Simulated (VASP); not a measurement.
# H (Fm-3m) in VASP: notebook, part 2 of 2

VASP 6.6.1. Earlier steps stand in the parts before.

## 4. Single point, PBEsol

This run uses another cell than the first one, of 10.19 Å³/atom.

INCAR reads:

```
ALGO = Normal
EDIFF = 1E-6
ENCUT = 520
GGA = PS
ISIF = 2
ISMEAR = 0
LASPH = T
LCHARG = F
LREAL = F
LWAVE = F
NBANDS = 6
NELM = 80
PREC = Accurate
SIGMA = 0.1
```

KPOINTS reads:

```
k-points
0
Gamma
  8 8 8
```

POSCAR reads:

```
H
1.0
    0.0000000000      1.7206578369      1.7206578369
    1.7206578369      0.0000000000      1.7206578369
    1.7206578369      1.7206578369      0.0000000000
H
1
Direct
    0.0000000000      0.0000000000      0.0000000000
```

Potentials or basis: VASP PAW PBE potentials, release 64 (H).

Started as:

```sh
> cat potpaw_PBE.64/H/POTCAR > POTCAR
> mpirun -np 1 vasp_std > vasp.out
```

OUTCAR:

```text
EDIFF = 1E-6
   ENCUT = 520
   GGA = PS
   ISIF = 2
   ISMEAR = 0
   LASPH = T
   LREAL = F
   NELM = 80
   PREC = Accurate

 ion  position               nearest neighbor table
   1  0.000  0.000  0.000-

  LATTYP: Found a face centered cubic cell.
 ALAT       =     3.4413156738

  Lattice vectors:

 A1 = (   0.0000000000,   1.7206578369,   1.7206578369)
 A2 = (   1.7206578369,   0.0000000000,   1.7206578369)
 A3 = (   1.7206578369,   1.7206578369,   0.0000000000)

Analysis of symmetry for initial positions (statically):
=====================================================================
 Subroutine PRICEL returns:
 Original cell was already a primitive cell.

 Routine SETGRP: Setting up the symmetry group for a
 face centered cubic supercell.

 Subroutine GETGRP returns: Found 48 space group operations
 (whereof 48 operations were pure point group operations)
 out of a pool of 48 trial point group operations.

The static configuration has the point symmetry O_h .

Analysis of symmetry for dynamics (positions and initial velocities):
=====================================================================
 Subroutine PRICEL returns:
 Original cell was already a primitive cell.

 Routine SETGRP: Setting up the symmetry group for a
 face centered cubic supercell.

 Subroutine GETGRP returns: Found 48 space group operations
 (whereof 48 operations were pure point group operations)
 out of a pool of 48 trial point group operations.

The dynamic configuration has the point symmetry O_h .

 Subroutine INISYM returns: Found 48 space group operations
 (whereof 48 operations are pure point group operations),
 and found     1 'primitive' translations

----------------------------------------------------------------------------------------

                                     Primitive cell

  volume of cell :      10.1886

  direct lattice vectors                    reciprocal lattice vectors
     0.000000000  1.720657837  1.720657837    -0.290586536  0.290586536  0.290586536
     1.720657837  0.000000000  1.720657837     0.290586536 -0.290586536  0.290586536
     1.720657837  1.720657837  0.000000000     0.290586536  0.290586536 -0.290586536

  length of vectors
     2.433377649  2.433377649  2.433377649     0.503310644  0.503310644  0.503310644

  position of ions in fractional coordinates (direct lattice)
     0.000000000  0.000000000  0.000000000

  ion indices of the primitive-cell ions
   primitive index   ion index
                 1           1

----------------------------------------------------------------------------------------

 KPOINTS: k-points

Automatic generation of k-mesh.
 Grid dimensions read from file:
 generate k-points for:    8    8    8

 Generating k-lattice:

  Cartesian coordinates                     Fractional coordinates (reciprocal lattice)
    -0.036323317  0.036323317  0.036323317     0.125000000  0.000000000  0.000000000
     0.036323317 -0.036323317  0.036323317     0.000000000  0.125000000  0.000000000
     0.036323317  0.036323317 -0.036323317     0.000000000  0.000000000  0.125000000

  Length of vectors
     0.062913830  0.062913830  0.062913830

  Shift w.r.t. Gamma in fractional coordinates (k-lattice)
     0.000000000  0.000000000  0.000000000

 Subroutine IBZKPT returns following result:
 ===========================================

 Found     29 irreducible k-points:

 Following reciprocal coordinates:
            Coordinates               Weight
  0.000000  0.000000  0.000000      1.000000
  0.125000  0.000000  0.000000      8.000000
  0.250000  0.000000  0.000000      8.000000
  0.375000  0.000000  0.000000      8.000000
  0.500000  0.000000  0.000000      4.000000
  0.125000  0.125000  0.000000      6.000000
[... 16 lines left out ...]
  0.500000  0.250000  0.125000     48.000000
 -0.375000  0.250000  0.125000     24.000000
 [... further k-points ...]
   k-points           NKPTS =     29   k-points in BZ     NKDIM =     29   number of bands    NBANDS=      6
   number of dos      NEDOS =    301   number of ions     NIONS =      1
   total plane-waves  NPLWV =   5832
   dimension x,y,z NGX =    18 NGY =   18 NGZ =   18
   dimension x,y,z NGXF=    36 NGYF=   36 NGZF=   36
   ions per type =               1
   NGX,Y,Z   is equivalent  to a cutoff of  12.30, 12.30, 12.30 a.u.
   NGXF,Y,Z  is equivalent  to a cutoff of  24.59, 24.59, 24.59 a.u.
 SYSTEM =  unknown system
   PREC   = accura    normal or accurate (medium, high low for compatibility)
   ISTART =      0    job   : 0-new  1-cont  2-samecut
   ICHARG =      2    charge: 1-file 2-atom 10-const
   ISPIN  =      1    spin polarized calculation?
   LNONCOLLINEAR =      F non collinear calculations
   LSORBIT =      F    spin-orbit coupling
   LASPH  =      T    aspherical Exc in radial PAW
   ENCUT  =  520.0 eV  38.22 Ry    6.18 a.u.   4.52  4.52  4.52*2*pi/ulx,y,z
   NELM   =     80;   NELMIN=  2; NELMDL= -5     # of ELM steps
   EDIFF  = 0.1E-05   stopping-criterion for ELM
   LREAL  =      F    real-space projection
   EDIFFG = 0.1E-04   stopping-criterion for IOM
   NSW    =      0    number of steps for IOM
   IBRION =     -1    ionic relax: 0-MD 1-quasi-New 2-CG
   NFREE  =      0    steps in history (QN), initial steepest desc. (CG)
   ISIF   =      2    stress and relaxation
   ISYM   =      2    0-nonsym 1-usesym 2-fastsym
   POTIM  = 0.5000    time-step for ionic-motion
   TEBEG  =    0.0;   TEEND  =   0.0 temperature during run
   PSTRESS=    0.0 pullay stress
   NELECT =       1.0000    total number of electrons
   NUPDOWN=      -1.0000    fix difference up-down
   EMIN   =  10.00;   EMAX   =-10.00  energy-range for DOS
   EFERMI =   0.00;   METHOD = LEGACY
   ISMEAR =     0;   SIGMA  =   0.10  broadening in eV -4-tet -1-fermi 0-gaus
   EFERMI_NEDOS =   21; number of points for ismear=-14 and -15
   IALGO  =     38    algorithm
   IMIX   =      4    mixing-type and parameters
     AMIX     =   0.40;   BMIX     =  1.00
     AMIX_MAG =   1.60;   BMIX_MAG =  1.00
  volume/ion in A,a.u.               =      10.19        68.76
  Fermi-wavevector in a.u.,A,eV,Ry     =   0.755157  1.427039  7.758877  0.570261
  Thomas-Fermi vector in A             =   1.852987
   LORBIT       =      0    0 simple, 1 ext, 2 COOP (PROOUT), +10 PAW based schemes
   GGA     = PS    functional components
   LHFCALC =     F    Hartree Fock is set to
   AEXX    =    0.0000 exact exchange contribution
   IVDW    =     0    specifies the selected vdW correction
   LEPSILON=     F    determine dielectric tensor
   LRPA    =     F    only Hartree local field effects (RPA)
 non-spin polarized calculation
 Gauss-broadening in eV      SIGMA  =   0.10
  energy-cutoff  :      520.00
  volume of cell :       10.19
 maximum number of plane-waves:       290
   NGX =  9   NGY =  9   NGZ =  9

 number of electron       1.0000000 magnetization

 Free energy of the ion-electron system (eV)
  ---------------------------------------------------
  ext. energy  EPLUGINS =         0.00000000
  ---------------------------------------------------
  free energy    TOTEN  =        -1.26875241 eV

  energy without entropy =       -1.26807973  energy(sigma->0) =       -1.26841607

 E-fermi :  -3.5810     XC(G=0):  -7.3470

 val. band max:       -3.5810751609   @ k =   0.3750   0.3750   0.0000
 cond. band min:      -3.3651778685   @ k =   0.5000   0.0000   0.0000
 fundamental gap:      0.2158972924
 Fermi energy:        -3.5810118247

 k-point     1 :       0.0000    0.0000    0.0000
  band No.  band energies     occupation
      1      -9.5297      2.00000
      2      18.2404      0.00000
      3      29.4908      0.00000
      4      29.4908      0.00000
      5      29.4908      0.00000
      6      32.0626      0.00000

 k-point     2 :       0.1250    0.0000    0.0000
  band No.  band energies     occupation
      1      -8.9941      2.00000
      2      16.2772      0.00000
      3      24.8647      0.00000
      4      27.9352      0.00000
      5      27.9352      0.00000
      6      32.7843      0.00000
[... 181 lines left out ...]
 k-point    23 :       0.5000    0.2500    0.1250
  band No.  band energies     occupation
      1      -3.8409      1.99976
      2       7.3526      0.00000
      3      14.1789      0.00000
      4      18.7857      0.00000
      5      27.1378      0.00000
      6      30.3977      0.00000

 k-point    24 :      -0.3750    0.2500    0.1250
  band No.  band energies     occupation
      1      -2.3158      0.00000
      2       5.1137      0.00000
      3      13.7488      0.00000
      4      17.7482      0.00000
      5      27.4439      0.00000
      6      29.0866      0.00000

 [... further k-points ...]

------------------------ aborting loop because EDIFF is reached ----------------------------------------

  FORCE on cell =-STRESS in cart. coord.  units (eV):
  Direction    XX          YY          ZZ          XY          YZ          ZX
  --------------------------------------------------------------------------------------
  -------------------------------------------------------------------------------------
  Total       -1.0825196     -1.0825196     -1.0825196     -0.0000000      0.0000000     -0.0000000
  in kB     -170.2287098   -170.2287098   -170.2287098     -0.0000000      0.0000000     -0.0000000
  external PRESSURE =    -170.2287098 kB  Pullay stress =       0.0000000 kB

 VOLUME and BASIS-vectors are now :
 -----------------------------------------------------------------------------
  energy-cutoff  :      520.00
  volume of cell :       10.19
      direct lattice vectors                 reciprocal lattice vectors
     0.000000000  1.720657837  1.720657837    -0.290586536  0.290586536  0.290586536
     1.720657837  0.000000000  1.720657837     0.290586536 -0.290586536  0.290586536
     1.720657837  1.720657837  0.000000000     0.290586536  0.290586536 -0.290586536

 POSITION                                       TOTAL-FORCE (eV/Angst)
 -----------------------------------------------------------------------------------
      0.00000      0.00000      0.00000         0.000000      0.000000      0.000000
 -----------------------------------------------------------------------------------
    total drift:                               -0.000000     -0.000000     -0.000000

  FREE ENERGIE OF THE ION-ELECTRON SYSTEM (eV)
  ---------------------------------------------------
  free  energy   TOTEN  =        -1.2687524082 eV

  energy  without entropy=       -1.2680797295  energy(sigma->0) =       -1.26841607
```

stdout:

```text
POSCAR found type information on POSCAR H
 POSCAR found :  1 types and       1 ions
 scaLAPACK will be used
 -----------------------------------------------------------------------------
|                                                                             |
|                                                                             |
|     You enforced a specific xc type in the INCAR file but a different       |
|     I HOPE YOU KNOW WHAT YOU ARE DOING!                                     |
|                                                                             |
 -----------------------------------------------------------------------------

 LDA part: xc-table for (Slater+PW92), standard interpolation
 POSCAR, INCAR and KPOINTS ok, starting setup
 FFT: planning ... GRIDC
 FFT: planning ... GRID_SOFT
 FFT: planning ... GRID
 WAVECAR not read
 entering main loop
```

Wall time 3.9 s (1 thread of Intel Xeon 8259CL, shared host); peak memory 0.11 GiB.

What came out:

```yaml
Free_energy: -1.2688 eV
Pressure: -17.0 GPa
Band_gap_on_the_k_mesh: zero (an odd number of electrons rules out a gap without spin polarisation)
```

Caveat: the k points lie up to 0.40 Å⁻¹ apart, too coarse for converged energies and pressures of a metal; the atoms stand far beyond bonding distance, and open shells without spin polarisation read as a metal; the PAW data sets were made with another functional, which shifts forces and pressure a little.

## 5. Relaxation of cell and atoms, PBEsol

INCAR reads:

```
PREC     = Accurate       # precision mode
ENCUT    = 600            # plane-wave cutoff, eV
EDIFF    = 1E-6           # SCF threshold, eV
ISMEAR   = 0              # smearing method
SIGMA    = 0.1            # smearing width, eV
LREAL    = F              # projectors in reciprocal space
LASPH    = T              # aspherical terms in the spheres
NELM     = 100            # most SCF steps
ALGO     = Normal         # electronic algorithm
ISIF     = 3              # what is computed and relaxed
LWAVE    = F              # write WAVECAR
LCHARG   = F              # write CHGCAR
GGA      = PS             # functional
IBRION   = 2              # ionic algorithm
NSW      = 90             # ionic steps
EDIFFG   = -0.04          # ionic threshold
```

KPOINTS reads:

```
Automatic mesh
0
Gamma
  12 12 12
```

POSCAR reads:

```
H
1.0
    0.0000000000      1.1348989796      1.1348989796
    1.1348989796      0.0000000000      1.1348989796
    1.1348989796      1.1348989796      0.0000000000
H
1
Direct
    0.0000000000      0.0000000000      0.0000000000
```

Started as:

```sh
> cat potpaw_PBE.64/H/POTCAR > POTCAR
> mpirun -np 1 vasp_std > vasp.out
```

It took 2.6 s on 1 thread of Intel Xeon 8259CL, shared host; peak memory 0.1 GiB.

It converged, with:

* Free energy: -2.2281 eV
* Pressure after relaxing: -1.1 GPa
* Band gap on the k mesh: zero (an odd number of electrons rules out a gap without spin polarisation)

Final structure:
```yaml
crystal:
  lattice:
    - [0.00000, 1.13490, 1.13490]
    - [1.13490, 0.00000, 1.13490]
    - [1.13490, 1.13490, 0.00000]
  atoms:
    - { symbol: H, position: [0.00000, 0.00000, 0.00000] }
```

Levels at points of the mesh, in eV from the Fermi level:
```tsv
k point	band 1	band 2
(0.00, 0.00, 0.00)	-16.17	56.83
(0.50, 0.00, 0.00)	1.67	9.79
(0.50, 0.50, 0.00)	8.20	16.44
```

Caveat: the k points lie up to 0.40 Å⁻¹ apart in the final cell, too coarse for converged energies and pressures of a metal; the atoms stand far beyond bonding distance, and open shells without spin polarisation read as a metal; the PAW data sets were made with another functional, which shifts forces and pressure a little.

## 6. Single point, PBEsol

This run uses another cell than the first one: it holds 8 atoms, not 1.

INCAR reads:

```
  PREC = Accurate
  ENCUT = 520
  EDIFF = 1E-6
  ISMEAR = 0
  SIGMA = 0.1
  LREAL = False
  LASPH = True
  NELM = 60
  ALGO = Normal
  ISIF = 2
  LWAVE = False
  LCHARG = False
  GGA = PS
  NBANDS = 14
```

KPOINTS reads:

```
Automatic mesh
0
Gamma
  8 8 8
```

POSCAR reads:

```
H
1.0
    0.0000000000      2.2681110292      2.2681110292
    2.2681110292      0.0000000000      2.2681110292
    2.2681110292      2.2681110292      0.0000000000
H
8
Direct
    0.0000000000      0.0000000000      0.0000000000
    1.0000000000      0.0000000000      0.5000000000
    1.0000000000      0.5000000000      0.0000000000
    1.0000000000      0.5000000000      0.5000000000
    0.5000000000      1.0000000000      0.0000000000
    0.5000000000      0.0000000000      0.5000000000
    0.5000000000      0.5000000000      0.0000000000
    0.5000000000      0.5000000000      0.5000000000
```

Potentials or basis: VASP PAW PBE potentials, release 64 (H).

Started as:

```sh
> cat potpaw_PBE.64/H/POTCAR > POTCAR
> mpirun -np 1 vasp_std > vasp.out
```

It took 12 s on 1 thread of Intel Xeon 8259CL, shared host; peak memory 0.13 GiB.

It converged, with:

| Item | Value |
| --- | --- |
| Free energy | -17.8301 eV |
| Pressure | -0.9 GPa |
| Band gap on the k mesh | zero (bands 4 and 5 overlap by 5.31 eV) |

Levels at points of the mesh, in eV from the Fermi level:
```csv
k point,band 1,band 2,band 3,band 4,band 5,band 6,band 7,band 8
"(0.00, 0.00, 0.00)",-16.62,1.25,1.25,1.25,1.25,7.79,7.79,7.79
"(0.50, 0.00, 0.00)",-11.32,-11.32,2.11,2.11,2.11,2.11,2.11,2.11
"(0.50, 0.50, 0.00)",-9.55,-9.55,-2.71,-2.71,-2.71,-2.71,10.27,10.27
```

Caveat: the atoms stand far beyond bonding distance, and open shells without spin polarisation read as a metal; the PAW data sets were made with another functional, which shifts forces and pressure a little.

## 7. The runs side by side

| task | cell | k mesh | cutoff (eV) | gap on the mesh (eV) | pressure (GPa) |
| --- | --- | --- | --- | --- | --- |
| single point | a = 1.605 Å, angles 60.0°, 1 atom, atomic positions A | 8 × 8 × 8 | 520 | none | -0.6 |
| single point | a = 1.602 Å, angles 60.0°, 1 atom, atomic positions A | 12 × 12 × 12 | 520 | none | -0.7 |
| single point | a = 2.433 Å, angles 60.0°, 1 atom, atomic positions A | 8 × 8 × 8 | 520 | none | -17.0 |
| relaxation of cell and atoms | relaxed from a = 1.605 Å, angles 60.0°, 1 atom, atomic positions A | 12 × 12 × 12 | 600 | none | -1.1 |
| single point | a = 3.208 Å, angles 60.0°, 8 atoms, atomic positions B | 8 × 8 × 8 | 520 | none | -0.9 |

Alike in all rows: level PBEsol; potentials or basis VASP PAW PBE potentials, release 64 (H); no spin polarisation; smearing gaussian 0.1 eV.

Caveats: some runs use coarse meshes; the atoms stand far beyond bonding distance, and open shells without spin polarisation read as a metal; the PAW data sets were made with another functional, which shifts forces and pressure a little.

Total energies depend on the potentials used, so only differences within one code and one set of settings carry meaning.

The gap in the log of VASP goes by the Fermi energy; the results here count the filled bands.